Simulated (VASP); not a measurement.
Set up this calculation in VASP 6.6.1, as the native input.

| Item | Value |
| --- | --- |
| Task | electric field gradients |
| Functional | PBE |
| Potentials or basis | VASP PAW PBE potentials, release 64 (Mo_sv, S) |
| Cutoff | 520 eV |
| k mesh | 10 × 10 × 3 |
| Occupations | fermi-dirac, width 0.03 eV |
| Spin | no spin polarisation |
| Dipole correction | no |
| Further INCAR settings | ALGO = Normal; EDIFF = 1e-08; NBANDS = 35 |

The structure of MoS2 lies in POSCAR:

```
MoS2
1.0
    3.1610016016      0.0000000000      0.0000000000
   -1.5805008008      2.7375076884      0.0000000000
    0.0000000000      0.0000000000     11.9261500000
Mo S
2 4
Direct
    0.3333333333      0.6666666667      0.2500000000
    0.6666666667      0.3333333333      0.7500000000
    0.3333333333      0.6666666667      0.6275000000
    0.6666666667      0.3333333333      0.1275000000
    0.3333333333      0.6666666667      0.8725000000
    0.6666666667      0.3333333333      0.3725000000
```

This cell differs from its parent crystal: zz strain of -3 %.

These files were run (other wordings do the same):

INCAR

```
SYSTEM = MoS2
PREC     = Accurate       ! precision mode
ENCUT    = 520            ! plane-wave cutoff, eV
EDIFF    = 1E-8           ! SCF threshold, eV
ISMEAR   = -1             ! smearing method
SIGMA    = 0.03           ! smearing width, eV
LREAL    = .False.        ! projectors in reciprocal space
LASPH    = .True.         ! aspherical terms in the spheres
NELM     = 60             ! most SCF steps
ALGO     = Normal         ! electronic algorithm
ISIF     = 2              ! what is computed and relaxed
LWAVE    = .False.        ! write WAVECAR
LCHARG   = .False.        ! write CHGCAR
GGA      = PE             ! functional
LEFG     = .True.       
NBANDS   = 35             ! bands
```

KPOINTS

```
Automatic mesh
0
Gamma
  10 10 3
  0 0 0
```

Potentials or basis: VASP PAW PBE potentials, release 64 (Mo_sv, S).

Command:

```console
$ cat potpaw_PBE.64/Mo_sv/POTCAR potpaw_PBE.64/S/POTCAR > POTCAR
$ mpirun -np 1 vasp_std > vasp.out
```

Results of the run:

```yaml
Pressure: 14.7 GPa
Largest_force: 2.204 eV/Å
Band_gap_on_the_k_mesh: 0.48 eV, indirect (least direct gap 1.74 eV)
```

Caveat: the cell differs from its parent crystal (zz strain of -3 %); without QUAD_EFG the Cq values of the log hold for a quadrupole moment of 1 mb, not for the nuclei; this functional lacks dispersion, which binds the layers, so the pressure and a relaxed spacing across them are unreliable; forces of over 1 eV/Å act on the atoms, so gaps and moduli don't describe the material at rest.

Run time: 47 s on 1 thread of AMD EPYC 9R45 96-Core Processor (Zen 5) (shared host), peak memory 0.22 GiB.
